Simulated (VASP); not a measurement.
A run of VASP 6.6.1:

The input INCAR:

```
SYSTEM = FeO
  PREC = Accurate
  ENCUT = 520
  EDIFF = 1E-6
  ISMEAR = -1
  SIGMA = 0.05
  LREAL = .False.
  LASPH = .True.
  NELM = 150
  ALGO = Normal
  ISIF = 2
  LWAVE = .False.
  LCHARG = .False.
  ISPIN = 2
  MAGMOM = 3 0
  LORBIT = 11
  LMAXMIX = 4
  GGA = PE
  NBANDS = 18
```

KPOINTS

```
regular mesh
0
Gamma
  10 10 10
  0 0 0
```

Contents of POSCAR:

```
FeO
1.0
    2.6124696300      0.0000000000      0.0000000000
    0.0000000000      2.6124696300      0.0000000000
    0.0000000000      0.0000000000      2.6124696300
Fe O
1 1
Direct
    0.0125980000      0.0026840000     -0.0035830000
    0.4841330000      0.5022170000      0.5003560000
```

Potentials or basis: VASP PAW PBE potentials, release 64 (Fe, O).

Run with:

```sh
$ cat potpaw_PBE.64/Fe/POTCAR potpaw_PBE.64/O/POTCAR > POTCAR
$ mpirun -np 1 vasp_std > vasp.out
```

Hardware: 1 thread of Intel(R) Xeon(R) Platinum 8375C CPU @ 2.90GHz (Ice Lake), on a shared host.

**Question.** How long does it take, and how much memory?

**Answer.** Run time: 3.8 min on 1 thread of Intel(R) Xeon(R) Platinum 8375C CPU @ 2.90GHz (Ice Lake) (shared host), peak memory 0.33 GiB. Counts: scf iterations 14, k points 504.
